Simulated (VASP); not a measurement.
Write the native input for VASP 6.6.1 that does the following.

```yaml
Task: single point
Functional: PBE
Potentials_or_basis: VASP PAW PBE potentials, release 64 (Si, C)
Cutoff: 520 eV
k_mesh: 10 × 10 × 3
Occupations: gaussian, width 0.05 eV
Spin: no spin polarisation
Dipole_correction: no
Further_INCAR_settings: ALGO = Normal; EDIFF = 1e-06; NBANDS = 26
```

The structure of SiC lies in POSCAR:

```
SiC
1.0
   -3.0917664073      0.0000000000      0.0000000000
    1.5458832036     -2.6775482513      0.0000000000
   -3.4782372082      2.0081611885     10.1480423548
Si C
4 4
Direct
   -0.0128571575      1.0128571575      0.9060317656
    0.3621428425      0.6378571575      0.4060317656
    0.2163095091      0.7836904909      0.1560317656
   -0.1586904909      1.1586904909      0.6560317656
    0.5961904909      0.4038095091      0.0939682344
    0.2211904909      0.7788095091      0.5939682344
    0.0753571576      0.9246428424      0.3439682344
   -0.2996428424      1.2996428424      0.8439682344
```

This cell differs from its parent crystal: the part above a cut slid along it.

One way to write it, as run:

INCAR

```
PREC = Accurate ; ENCUT = 520
EDIFF = 1E-6 ; ISMEAR = 0
SIGMA = 0.05 ; LREAL = False
LASPH = True ; NELM = 80
ALGO = Normal ; ISIF = 2
LWAVE = False ; LCHARG = True
GGA = PE ; LELF = True
LVHAR = True ; NBANDS = 26
```

KPOINTS

```
regular mesh
0
Gamma
  10 10 3
```

Potentials or basis: VASP PAW PBE potentials, release 64 (Si, C).

The run is started by

```sh
$ cat potpaw_PBE.64/Si/POTCAR potpaw_PBE.64/C/POTCAR > POTCAR
$ mpirun -np 1 vasp_std > vasp.out
```

It gave:

* Pressure: -0.4 GPa
* Largest force: 2.476 eV/Å
* Band gap on the k mesh: 0.58 eV (least direct gap 1.17 eV)

Caveat: the cell differs from its parent crystal (the part above a cut slid along it); the stress differs along the axes, from -6 to 8 GPa; semilocal functionals underestimate gaps, and a narrow one can read as zero; forces of over 1 eV/Å act on the atoms, so gaps and moduli don't describe the material at rest.

It took 75 s on 1 thread of Intel(R) Xeon(R) 6975P-C (Granite Rapids) (shared host), peak memory 0.29 GiB.
